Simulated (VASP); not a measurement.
# Si16B (a cell with a defect) in VASP: single point with PBEsol

Aim: the single point of Si16B (a cell with a defect) with PBEsol.

Everything below comes from runs of VASP 6.6.1. Logs are shortened: lines on timing, memory, paths and dates and some standing lists are left out, and cuts for length are marked.

### 1 The cell of the first run

The cell holds a defect, 17 atoms: a = 7.679 Å, b = 7.679 Å, c = 7.679 Å, α = 60.00°, β = 60.00°, γ = 60.00°.

### 2 Single point, PBEsol, collinear spin, zero start

The input, INCAR:

```
SYSTEM = Si16B
ALGO = Normal
EDIFF = 1E-7
ENCUT = 520
GGA = PS
ISIF = 2
ISMEAR = -1
ISPIN = 2
LASPH = .True.
LCHARG = .True.
LELF = .True.
LORBIT = 11
LREAL = Auto
LVHAR = .True.
LWAVE = .False.
MAGMOM = 0 0 0 0 0 0 0 0 0 0 0 0 0 0 0 0 0
NBANDS = 52
NELM = 150
PREC = Accurate
SIGMA = 0.05
```

The input, KPOINTS:

```
k-points
0
Gamma
  2 2 2
  0 0 0
```

The input, POSCAR:

```
Si16B
1.0
    0.0000000000      5.4300000000      5.4300000000
    5.4300000000      0.0000000000      5.4300000000
    5.4300000000      5.4300000000      0.0000000000
Si B
16 1
Direct
    0.0004938306      0.0065453959      0.0004916206
    0.1259051565      0.1270532228      0.1257804788
   -0.0017825046     -0.0004143646      0.4988911602
    0.1185028545      0.1246724678      0.6246050645
   -0.0010170350      0.4991652855     -0.0010606814
    0.1236665746      0.6235207182      0.1236903315
    0.0006669429      0.5007240331      0.5067420810
    0.1259333333      0.6264985267      0.6267974217
    0.4990206262     -0.0004189687     -0.0018224678
    0.6246379374      0.1246830571      0.1185653775
    0.5015372928      0.0013503683      0.5015884899
    0.6260417127      0.1261953039      0.6260072744
    0.5067221915      0.5006735727      0.0006140884
    0.6268471455      0.6264850829      0.1257952118
    0.4989994475      0.4983983425      0.4988653775
    0.6244804788      0.6183156538      0.6244581952
    0.8124449355      0.3133860037      0.8122348066
```

Potentials or basis: VASP PAW PBE potentials, release 64 (Si, B).

The run is started by

```sh
$ cat potpaw_PBE.64/Si/POTCAR potpaw_PBE.64/B/POTCAR > POTCAR
$ mpirun -np 1 vasp_std > vasp.out
```

OUTCAR:

```text
SYSTEM = Si16B
   EDIFF = 1E-7
   ENCUT = 520
   GGA = PS
   ISIF = 2
   ISMEAR = -1
   ISPIN = 2
   LASPH = .True.
   LORBIT = 11
   LREAL = Auto
   NELM = 150
   PREC = Accurate

 ion  position               nearest neighbor table
   1  0.000  0.007  0.000-  17 2.24   2 2.33  10 2.36   4 2.36   6 2.40
   2  0.126  0.127  0.126-   1 2.33   5 2.33   3 2.34   9 2.34
   3  0.998  1.000  0.499-   4 2.33  12 2.33   8 2.34   2 2.34
   4  0.119  0.125  0.625-  17 2.24   3 2.33   1 2.36   7 2.36  11 2.40
   5  0.999  0.499  0.999-   2 2.33  14 2.33   8 2.33   6 2.34
   6  0.124  0.624  0.124-   5 2.34   1 2.40   7 2.40  13 2.40
   7  0.001  0.501  0.507-  17 2.23   8 2.33   4 2.36  16 2.36   6 2.40
   8  0.126  0.626  0.627-   7 2.33   5 2.33  15 2.34   3 2.34
   9  0.499  1.000  0.998-  10 2.33  12 2.33  14 2.34   2 2.34
  10  0.625  0.125  0.119-  17 2.24   9 2.33   1 2.36  13 2.36  11 2.40
  11  0.502  0.001  0.502-  12 2.34  10 2.40   4 2.40  16 2.40
  12  0.626  0.126  0.626-   9 2.33   3 2.33  15 2.33  11 2.34
  13  0.507  0.501  0.001-  17 2.23  14 2.33  10 2.36  16 2.36   6 2.40
  14  0.627  0.626  0.126-  13 2.33   5 2.33  15 2.34   9 2.34
  15  0.499  0.498  0.499-  16 2.33  12 2.33   8 2.34  14 2.34
  16  0.624  0.618  0.624-  17 2.23  15 2.33  13 2.36   7 2.36  11 2.40
  17  0.812  0.313  0.812-  16 2.23   7 2.23  13 2.23   4 2.24  10 2.24   1 2.24

  LATTYP: Found a face centered cubic cell.
 ALAT       =    10.8600000000

  Lattice vectors:

 A1 = (   0.0000000000,   5.4300000000,   5.4300000000)
 A2 = (   5.4300000000,   0.0000000000,   5.4300000000)
 A3 = (   5.4300000000,   5.4300000000,   0.0000000000)

Analysis of symmetry for initial positions (statically):
=====================================================================
 Subroutine PRICEL returns:
 Original cell was already a primitive cell.

 Routine SETGRP: Setting up the symmetry group for a
 face centered cubic supercell.

 Subroutine GETGRP returns: Found  1 space group operations
 (whereof  1 operations were pure point group operations)
 out of a pool of 48 trial point group operations.

The static configuration has the point symmetry C_1 .

Analysis of symmetry for dynamics (positions and initial velocities):
=====================================================================
 Subroutine PRICEL returns:
 Original cell was already a primitive cell.

 Routine SETGRP: Setting up the symmetry group for a
 face centered cubic supercell.

 Subroutine GETGRP returns: Found  1 space group operations
 (whereof  1 operations were pure point group operations)
 out of a pool of 48 trial point group operations.

The dynamic configuration has the point symmetry C_1 .

Analysis of structural, dynamic, and magnetic symmetry:
=====================================================================
 Subroutine PRICEL returns:
 Original cell was already a primitive cell.

 Routine SETGRP: Setting up the symmetry group for a
 face centered cubic supercell.

 Subroutine GETGRP returns: Found  1 space group operations
 (whereof  1 operations were pure point group operations)
 out of a pool of 48 trial point group operations.

The overall configuration has the point symmetry C_1 .

 Subroutine INISYM returns: Found  1 space group operations
 (whereof  1 operations are pure point group operations),
 and found     1 'primitive' translations

----------------------------------------------------------------------------------------

                                     Primitive cell

  volume of cell :     320.2060

  direct lattice vectors                    reciprocal lattice vectors
     0.000000000  5.430000000  5.430000000    -0.092081031  0.092081031  0.092081031
     5.430000000  0.000000000  5.430000000     0.092081031 -0.092081031  0.092081031
     5.430000000  5.430000000  0.000000000     0.092081031  0.092081031 -0.092081031

  length of vectors
     7.679179644  7.679179644  7.679179644     0.159489025  0.159489025  0.159489025

  position of ions in fractional coordinates (direct lattice)
     0.000493831  0.006545396  0.000491621
     0.125905156  0.127053223  0.125780479
     0.998217495  0.999585635  0.498891160
     0.118502855  0.124672468  0.624605065
     0.998982965  0.499165285  0.998939319
     0.123666575  0.623520718  0.123690332
[... 74 lines left out ...]
   NGX,Y,Z   is equivalent  to a cutoff of  12.99, 12.99, 12.99 a.u.
   NGXF,Y,Z  is equivalent  to a cutoff of  25.98, 25.98, 25.98 a.u.
 SYSTEM =  Si16B
   PREC   = accura    normal or accurate (medium, high low for compatibility)
   ISTART =      0    job   : 0-new  1-cont  2-samecut
   ICHARG =      2    charge: 1-file 2-atom 10-const
   ISPIN  =      2    spin polarized calculation?
   LNONCOLLINEAR =      F non collinear calculations
   LSORBIT =      F    spin-orbit coupling
   LASPH  =      T    aspherical Exc in radial PAW
   ENCUT  =  520.0 eV  38.22 Ry    6.18 a.u.  14.28 14.28 14.28*2*pi/ulx,y,z
   NELM   =    150;   NELMIN=  2; NELMDL= -5     # of ELM steps
   EDIFF  = 0.1E-06   stopping-criterion for ELM
   LREAL  =      T    real-space projection
   EDIFFG = 0.1E-05   stopping-criterion for IOM
   NSW    =      0    number of steps for IOM
   IBRION =     -1    ionic relax: 0-MD 1-quasi-New 2-CG
   NFREE  =      0    steps in history (QN), initial steepest desc. (CG)
   ISIF   =      2    stress and relaxation
   ISYM   =      2    0-nonsym 1-usesym 2-fastsym
   POTIM  = 0.5000    time-step for ionic-motion
   TEBEG  =    0.0;   TEEND  =   0.0 temperature during run
   PSTRESS=    0.0 pullay stress
   NELECT =      67.0000    total number of electrons
   NUPDOWN=      -1.0000    fix difference up-down
   EMIN   =  10.00;   EMAX   =-10.00  energy-range for DOS
   EFERMI =   0.00;   METHOD = LEGACY
   ISMEAR =    -1;   SIGMA  =   0.05  broadening in eV -4-tet -1-fermi 0-gaus
   EFERMI_NEDOS =   21; number of points for ismear=-14 and -15
   IALGO  =     38    algorithm
   IMIX   =      4    mixing-type and parameters
     AMIX     =   0.40;   BMIX     =  1.00
     AMIX_MAG =   1.60;   BMIX_MAG =  1.00
  volume/ion in A,a.u.               =      18.84       127.11
  Fermi-wavevector in a.u.,A,eV,Ry     =   0.971904  1.836632 12.852022  0.944597
  Thomas-Fermi vector in A             =   2.102159
   LORBIT       =     11    0 simple, 1 ext, 2 COOP (PROOUT), +10 PAW based schemes
   GGA     = PS    functional components
   LHFCALC =     F    Hartree Fock is set to
   AEXX    =    0.0000 exact exchange contribution
   IVDW    =     0    specifies the selected vdW correction
   LEPSILON=     F    determine dielectric tensor
   LRPA    =     F    only Hartree local field effects (RPA)
 spin polarized calculation
  energy-cutoff  :      520.00
  volume of cell :      320.21
 maximum number of plane-waves:      8646
 NGX is ok and might be reduce to    60
   NGX = 29   NGY = 29   NGZ = 29

 number of electron      67.0000001 magnetization      -0.0000026

 number of electron      67.0000001 magnetization       0.0000008

 Free energy of the ion-electron system (eV)
  ---------------------------------------------------
  ext. energy  EPLUGINS =         0.00000000
  ---------------------------------------------------
  free energy    TOTEN  =       -94.43613068 eV

  energy without entropy =      -94.38147585  energy(sigma->0) =      -94.40880326

 E-fermi :   6.2335     XC(G=0):  -9.7058

 val. band max:        6.2254371299   @ k =   0.5000   0.0000   0.5000
 cond. band min:       6.2425829058   @ k =   0.5000   0.0000   0.0000
 fundamental gap:      0.0171457760
 Fermi energy:         6.2334720575

 spin component 1

 k-point     1 :       0.0000    0.0000    0.0000
  band No.  band energies     occupation
      1      -6.4767      1.00000
      2      -4.3245      1.00000
      3      -4.0533      1.00000
      4      -4.0532      1.00000
      5      -3.6038      1.00000
      6      -2.5827      1.00000
[... 373 lines left out ...]
     44       9.8467      0.00000
     45      10.1442      0.00000
 Fermi energy:         6.2334720575

 spin component 2

 k-point     1 :       0.0000    0.0000    0.0000
  band No.  band energies     occupation
      1      -6.4767      1.00000
      2      -4.3245      1.00000
      3      -4.0533      1.00000
      4      -4.0532      1.00000
      5      -3.6038      1.00000
      6      -2.5827      1.00000
[... 373 lines left out ...]
     44       9.8467      0.00000
     45      10.1442      0.00000
 [bands above 45 left out]

------------------------ aborting loop because EDIFF is reached ----------------------------------------

  FORCE on cell =-STRESS in cart. coord.  units (eV):
  Direction    XX          YY          ZZ          XY          YZ          ZX
  --------------------------------------------------------------------------------------
  -------------------------------------------------------------------------------------
  Total        1.6265333      1.6256731      1.6259859      1.7761461      1.7754260      1.7766643
  in kB        8.1384941      8.1341902      8.1357552      8.8870940      8.8834911      8.8896870
  external PRESSURE =       8.1361465 kB  Pullay stress =       0.0000000 kB

 VOLUME and BASIS-vectors are now :
 -----------------------------------------------------------------------------
  energy-cutoff  :      520.00
  volume of cell :      320.21
      direct lattice vectors                 reciprocal lattice vectors
     0.000000000  5.430000000  5.430000000    -0.092081031  0.092081031  0.092081031
     5.430000000  0.000000000  5.430000000     0.092081031 -0.092081031  0.092081031
     5.430000000  5.430000000  0.000000000     0.092081031  0.092081031 -0.092081031

 POSITION                                       TOTAL-FORCE (eV/Angst)
 -----------------------------------------------------------------------------------
      0.03821      0.00535      0.03822         0.009250      0.012046      0.009840
      1.37289      1.36665      1.37356        -0.006721      0.005660     -0.006454
      8.13673      8.12930     10.84807        -0.007477      0.004156      0.001650
      4.06858      4.03508      1.32044        -0.007847     -0.007267     -0.003679
      8.13471     10.84872      8.13495         0.001321      0.000191      0.001682
      4.05736      1.34315      4.05723        -0.005895     -0.005863     -0.005871
[... 9 lines left out ...]
      6.74826      6.78174      6.74838        -0.002830     -0.001901     -0.001816
      6.11212      8.82201      6.11326        -0.002653      0.000457     -0.003546
 -----------------------------------------------------------------------------------
    total drift:                                0.002128      0.005139      0.002982

  FREE ENERGIE OF THE ION-ELECTRON SYSTEM (eV)
  ---------------------------------------------------
  free  energy   TOTEN  =       -94.4361306816 eV

  energy  without entropy=      -94.3814758461  energy(sigma->0) =      -94.40880326

 total charge

# of ion       s       p       d       tot
------------------------------------------
    1        0.744   0.926   0.000   1.670
    2        0.743   0.959   0.000   1.702
    3        0.743   0.959   0.000   1.702
    4        0.744   0.926   0.000   1.670
    5        0.744   0.960   0.000   1.704
    6        0.763   0.904   0.000   1.667
[... 9 lines left out ...]
   16        0.744   0.926   0.000   1.670
   17        0.716   0.957   0.000   1.673
--------------------------------------------------
tot         12.651  15.997   0.000  28.649

 magnetization (x)

# of ion       s       p       d       tot
------------------------------------------
    1        0.000  -0.000   0.000  -0.000
    2        0.000  -0.000   0.000  -0.000
    3       -0.000  -0.000   0.000  -0.000
    4       -0.000  -0.000   0.000  -0.000
    5       -0.000  -0.000   0.000  -0.000
    6       -0.000  -0.000   0.000  -0.000
[... 9 lines left out ...]
   16       -0.000  -0.000   0.000  -0.000
   17       -0.000  -0.000   0.000  -0.000
--------------------------------------------------
tot         -0.000  -0.000   0.000  -0.000
```

Run time: 19 min. Hardware: 1 thread of Intel Xeon 8259CL, shared host; peak memory 0.71 GiB.

Results:

- Free energy: -94.4361 eV
- Pressure: 0.8 GPa
- Largest force: 0.018 eV/Å
- Net moment: 0.00 μB per cell
- Valence electrons inside the program's atomic spheres: Si 1.67, 1.70 (each value once); B 1.67

Forces on the atoms (eV/Å):
```
Si   0.009  0.012  0.010
Si  -0.007  0.006 -0.006
Si  -0.007  0.004  0.002
Si  -0.008 -0.007 -0.004
Si   0.001  0.000  0.002
Si  -0.006 -0.006 -0.006
Si   0.007  0.003  0.006
Si  -0.005 -0.004  0.006
Si   0.003  0.004 -0.007
Si  -0.005 -0.008 -0.009
Si   0.005  0.004  0.006
Si   0.003  0.001  0.004
Si   0.007  0.004  0.008
Si   0.006 -0.005 -0.005
Si   0.002 -0.006  0.001
Si  -0.003 -0.002 -0.002
B   -0.003  0.000 -0.004
```

Stress tensor (GPa, compression positive):
```
0.81 0.89 0.89
0.89 0.81 0.89
0.89 0.89 0.81
```

Levels at points of the mesh, in eV from the Fermi level:
Spin up:
| k point | band 31 | band 32 | band 33 | band 34 | band 35 | band 36 |
| --- | --- | --- | --- | --- | --- | --- |
| (0.00, 0.00, 0.00) | -1.16 | -0.33 | -0.33 | -0.31 | 0.31 | 0.31 |
| (0.50, 0.00, 0.00) | -1.11 | -1.02 | -0.58 | 0.01 | 0.26 | 1.03 |
| (0.00, 0.50, 0.00) | -1.11 | -1.02 | -0.58 | 0.01 | 0.26 | 1.03 |
| (0.00, 0.00, 0.50) | -1.11 | -1.02 | -0.58 | 0.01 | 0.26 | 1.03 |
| (0.50, 0.50, 0.50) | -1.14 | -1.07 | -1.07 | 0.31 | 1.12 | 1.12 |
| (0.50, 0.50, 0.00) | -1.61 | -1.61 | -0.32 | -0.01 | 0.63 | 1.38 |
| (0.00, 0.50, 0.50) | -1.61 | -1.61 | -0.32 | -0.01 | 0.63 | 1.38 |
| (0.50, 0.00, 0.50) | -1.61 | -1.61 | -0.32 | -0.01 | 0.63 | 1.38 |
Spin down:
| k point | band 30 | band 31 | band 32 | band 33 | band 34 | band 35 | band 36 | band 37 |
| --- | --- | --- | --- | --- | --- | --- | --- | --- |
| (0.00, 0.00, 0.00) | -1.46 | -1.16 | -0.33 | -0.33 | -0.31 | 0.31 | 0.31 | 0.35 |
| (0.50, 0.00, 0.00) | -1.29 | -1.11 | -1.02 | -0.58 | 0.01 | 0.26 | 1.03 | 1.15 |
| (0.00, 0.50, 0.00) | -1.29 | -1.11 | -1.02 | -0.58 | 0.01 | 0.26 | 1.03 | 1.15 |
| (0.00, 0.00, 0.50) | -1.29 | -1.11 | -1.02 | -0.58 | 0.01 | 0.26 | 1.03 | 1.15 |
| (0.50, 0.50, 0.50) | -1.14 | -1.14 | -1.07 | -1.07 | 0.31 | 1.12 | 1.12 | 1.14 |
| (0.50, 0.50, 0.00) | -1.63 | -1.61 | -1.61 | -0.32 | -0.01 | 0.63 | 1.38 | 1.57 |
| (0.00, 0.50, 0.50) | -1.63 | -1.61 | -1.61 | -0.32 | -0.01 | 0.63 | 1.38 | 1.57 |
| (0.50, 0.00, 0.50) | -1.63 | -1.61 | -1.61 | -0.32 | -0.01 | 0.63 | 1.38 | 1.57 |

Caveat: the k points lie up to 0.50 Å⁻¹ apart; no moment was typed at the start, so none could form; the PAW data sets were made with another functional, which shifts forces and pressure a little.
